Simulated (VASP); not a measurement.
Crystal: ZnO.

```
CELL_PARAMETERS angstrom
2.80695 0.00000 0.00000
-1.40348 2.43089 0.00000
0.00000 0.00000 9.16751
ATOMIC_POSITIONS crystal
Zn 0.00000 0.00000 0.00000
Zn 0.33333 0.66667 0.25000
Zn 0.00000 0.00000 0.50000
Zn 0.66667 0.33333 0.75000
O 0.00000 0.00000 0.18750
O 0.33333 0.66667 0.43750
O 0.00000 0.00000 0.68750
O 0.66667 0.33333 0.93750
```

| Item | Value |
| --- | --- |
| Program | VASP 6.6.1 |
| Task | relaxation of cell and atoms |
| Functional | PBE |
| Potentials or basis | VASP PAW PBE potentials, release 64 (Zn, O) |
| Cutoff | 600 eV |
| k mesh | 12 × 12 × 4 |
| Occupations | fermi-dirac, width 0.02 eV |
| Spin | no spin polarisation |

At the start: pressure 165.1 GPa; volume 7.82 Å³/atom.

Q: How do energy, volume and symmetry change on relaxing?

A: Over 14 steps the energy falls by 1550.9 meV/atom and the volume is 12.28 Å³/atom (+57.0 %); space group P6_3mc (No. 186, to 0.1 Å) before and after.

Step by step:
```
step  energy change (eV)  largest force (eV/Å)  pressure (GPa)  volume (Å³)
   1              0.0000                0.1373          165.10        62.55
   2             -1.9356                0.0813          -35.69       167.53
   3            -12.3319                0.0968           -5.36       102.36
   4            -12.3912                0.0942           -2.56       100.04
   5            -12.4052                0.0914            0.26        98.07
   6            -12.4035                0.0926           -0.83        98.89
   7            -12.4060                0.0395            0.38        98.09
   8            -12.4061                0.0467            0.13        98.20
   9            -12.4065                0.0232            0.07        98.25
  10            -12.4068                0.0332           -0.03        98.32
  11            -12.4070                0.0115           -0.03        98.30
  12            -12.4070                0.0075           -0.04        98.30
  13            -12.4070                0.0083           -0.04        98.29
  14            -12.4070                0.0019            0.01        98.24
```

Final structure:
```
CELL_PARAMETERS angstrom
3.26765 0.00000 0.00000
-1.63382 2.82987 0.00000
0.00000 0.00000 10.62357
ATOMIC_POSITIONS crystal
Zn 0.00000 0.00000 0.99950
Zn 0.33333 0.66667 0.24968
Zn 0.00000 0.00000 0.49950
Zn 0.66667 0.33333 0.74968
O 0.00000 0.00000 0.18801
O 0.33333 0.66667 0.43781
O 0.00000 0.00000 0.68802
O 0.66667 0.33333 0.93781
```

Caveat: the volume moved by over 15 % at a fixed basis, so the end points are rough.
